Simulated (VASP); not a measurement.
Input of a VASP 6.6.1 run:

File INCAR:

```
SYSTEM = Be2Bi
PREC = Accurate
ENCUT = 600
EDIFF = 1E-6
ISMEAR = 0
SIGMA = 0.1
LREAL = .False.
LASPH = .True.
NELM = 80
ALGO = Fast
ISIF = 3
LWAVE = .False.
LCHARG = .False.
GGA = PE
IBRION = 2
NSW = 100
EDIFFG = -0.01
```

File KPOINTS:

```
Automatic mesh
0
Gamma
  10 10 10
  0 0 0
```

File POSCAR:

```
Be2Bi
1.0
    0.0000000000      3.6959503697      3.6959503697
    3.6959503697      0.0000000000      3.6959503697
    3.6959503697      3.6959503697      0.0000000000
Be Bi
4 2
Direct
    0.1250000000      0.1250000000      0.1250000000
    0.6250000000      0.1250000000      0.1250000000
    0.1250000000      0.1250000000      0.6250000000
    0.1250000000      0.6250000000      0.1250000000
    0.5000000000      0.5000000000      0.5000000000
    0.7500000000      0.7500000000      0.7500000000
```

Potentials or basis: VASP PAW PBE potentials, release 64 (Be, Bi_d).

The run is started by

```sh
$ cat potpaw_PBE.64/Be/POTCAR potpaw_PBE.64/Bi_d/POTCAR > POTCAR
$ mpirun -np 1 vasp_std > vasp.out
```

Q: Predict the relaxed cell.

A: a = 5.200 Å, b = 5.200 Å, c = 5.200 Å, α = 60.00°, β = 60.00°, γ = 60.00°.

Q: Estimate the band gap on the k mesh.

A: Zero (bands 19 and 20 overlap by 4.39 eV).

Q: Predict the relaxed volume.

A: 16.57 Å³/atom.

Q: Predict the space group after relaxing (to 0.1 Å).

A: Fd-3m (No. 227).

Final structure:
```
Be Bi
1.0
     0.00000    3.67720    3.67720
     3.67720    0.00000    3.67720
     3.67720    3.67720    0.00000
Be Bi
4 2
Direct
  0.12500 0.12500 0.12500
  0.62500 0.12500 0.12500
  0.12500 0.12500 0.62500
  0.12500 0.62500 0.12500
  0.50000 0.50000 0.50000
  0.75000 0.75000 0.75000
```

Caveat: spin-orbit coupling is left out, which moves the levels of the heavy elements.
